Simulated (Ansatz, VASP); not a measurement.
## One calculation of CaO, two programs

File INCAR:

```
SYSTEM = CaO
PREC     = Accurate       ! precision mode
ENCUT    = 520            ! plane-wave cutoff, eV
EDIFF    = 1E-6           ! SCF threshold, eV
ISMEAR   = 0              ! smearing method
SIGMA    = 0.05           ! smearing width, eV
LREAL    = .False.        ! projectors in reciprocal space
LASPH    = .True.         ! aspherical terms in the spheres
NELM     = 100            ! most SCF steps
ALGO     = Normal         ! electronic algorithm
ISIF     = 2              ! what is computed and relaxed
LWAVE    = .False.        ! write WAVECAR
LCHARG   = .True.         ! write CHGCAR
GGA      = PE             ! functional
LELF     = .True.         ! ELF
LVHAR    = .True.       
NBANDS   = 24             ! bands
```

The input KPOINTS:

```
regular mesh
0
Gamma
  9 9 6
  0 0 0
```

POSCAR

```
CaO
1.0
    4.1497107501      0.0000000000      0.0000000000
   -2.0748553751      3.5937549280      0.0000000000
    0.0000000000      0.0000000000      4.5970495690
Ca O
2 2
Direct
    0.3333333333      0.6666666667      0.7500000000
    0.6666666667      0.3333333333      0.2500000000
    0.3333333333      0.6666666667      0.2500000000
    0.6666666667      0.3333333333      0.7500000000
```

Input for Ansatz:

```yaml
crystal:
  lattice:
    - [4.1497107501, 0.0, 0.0]
    - [-2.0748553751, 3.593754928, 0.0]
    - [0.0, 0.0, 4.597049569]
  atoms:
    - { symbol: Ca, position: [0.3333333333, 0.6666666667, 0.75] }
    - { symbol: Ca, position: [0.6666666667, 0.3333333333, 0.25] }
    - { symbol: O, position: [0.3333333333, 0.6666666667, 0.25] }
    - { symbol: O, position: [0.6666666667, 0.3333333333, 0.75] }
basis:
  ecutwfc: 520.0
kpoints:
  mp_grid: { grid: [9, 9, 6] }
hamiltonian:
  xc: pbe
scf:
  occupations: { method: gaussian, width: 0.05 }
output:
  forces: true
  stress: true
  eigenvalues: true
```

Alike in both runs: task single point; functional PBE; k mesh 9 × 9 × 6; occupations gaussian, width 0.05 eV; no spin polarisation.

|  | VASP | Ansatz |
| --- | --- | --- |
| version | VASP 6.6.1 | Ansatz 0.2.0 |
| potentials or method | VASP PAW PBE potentials, release 64 (Ca_sv, O), cutoff 520 eV | scalar-relativistic, plane waves, PAW |
| valence electrons in the cell | 32 | 32 |

Ansatz gave:

| Property | Result |
| --- | --- |
| gap on the k mesh at the Fermi level (eV) | 2.78 |
| least direct gap on the mesh (eV) | 2.78 |
| pressure (GPa) | -0.5 |
| traceless stress, the component that is largest in VASP (GPa) | 6.67 |

Problem. Estimate VASP's values.

Solution. gap on the k mesh at the Fermi level (eV): 2.76; least direct gap on the mesh (eV): 2.76; pressure (GPa): 0.0; traceless stress, the component that is largest in VASP (GPa): 7.00.
